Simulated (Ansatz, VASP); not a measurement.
## WS2 in VASP and in Ansatz

The input INCAR:

```
PREC     = Accurate       # precision mode
ENCUT    = 520            # plane-wave cutoff, eV
EDIFF    = 1E-6           # SCF threshold, eV
ISMEAR   = 0              # smearing method
SIGMA    = 0.02           # smearing width, eV
LREAL    = False          # projectors in reciprocal space
LASPH    = True           # aspherical terms in the spheres
NELM     = 100            # most SCF steps
ALGO     = Normal         # electronic algorithm
ISIF     = 2              # what is computed and relaxed
LWAVE    = False          # write WAVECAR
LCHARG   = True           # write CHGCAR
LDIPOL   = True         
IDIPOL   = 3            
DIPOL    = 0.5 0.5 0.500
GGA      = PE             # functional
IVDW     = 12             # dispersion correction
LELF     = True           # ELF
LVHAR    = True         
LVACPOTAV= True         
NBANDS   = 20             # bands
```

File KPOINTS:

```
regular mesh
0
Gamma
  12 12 1
```

The input POSCAR:

```
WS2
1.0
    2.9700000000      0.0000000000      0.0000000000
   -1.4850000000      2.5720954492      0.0000000000
    0.0000000000      0.0000000000     32.2910878415
S W
2 1
Direct
    0.3333333333      0.6666666667      0.4524697866
    0.3333333333      0.6666666667      0.5475424585
    0.6666666667      0.3333333333      0.5000061203
```

Input for Ansatz:

```yaml
crystal:
  lattice:
    - [2.97, 0.0, 0.0]
    - [-1.485, 2.5720954492, 0.0]
    - [0.0, 0.0, 32.2910878415]
  atoms:
    - { symbol: S, position: [0.3333333333, 0.6666666667, 0.4524697866] }
    - { symbol: W, position: [0.6666666667, 0.3333333333, 0.5000061203] }
    - { symbol: S, position: [0.3333333333, 0.6666666667, 0.5475424585] }
  periodic: [true, true, false]
basis:
  ecutwfc: 420
kpoints:
  mp_grid: { grid: [12, 12, 1] }
hamiltonian:
  xc: pbe
  pseudopotentials: { kind: paw, azcp: { folder: soft_1 } }
  dispersion: d3bj
scf:
  occupations: { method: gaussian, width: 0.02 }
output:
  forces: true
  stress: true
  eigenvalues: true
```

Alike in both runs: task single point; functional PBE; dispersion D3(BJ); k mesh 12 × 12 × 1; occupations gaussian, width 0.02 eV; no spin polarisation.

```csv
,VASP,Ansatz
version,VASP 6.6.1,Ansatz 0.2.0
potentials or method,"VASP PAW PBE potentials, release 64 (S, W_sv), cutoff 520 eV","scalar-relativistic, plane waves, PAW"
valence electrons in the cell,26,26
```

|  | VASP | Ansatz | Ansatz less VASP |
| --- | --- | --- | --- |
| gap on the k mesh at the Fermi level (eV) | 2.07 | 2.08 | +0.003 |
| least direct gap on the mesh (eV) | 2.63 | 2.63 | -0.005 |
| rms of the force components (eV/Å) | 1.302 | 1.304 | +0.0014 |

Neither program's run includes spin-orbit coupling.
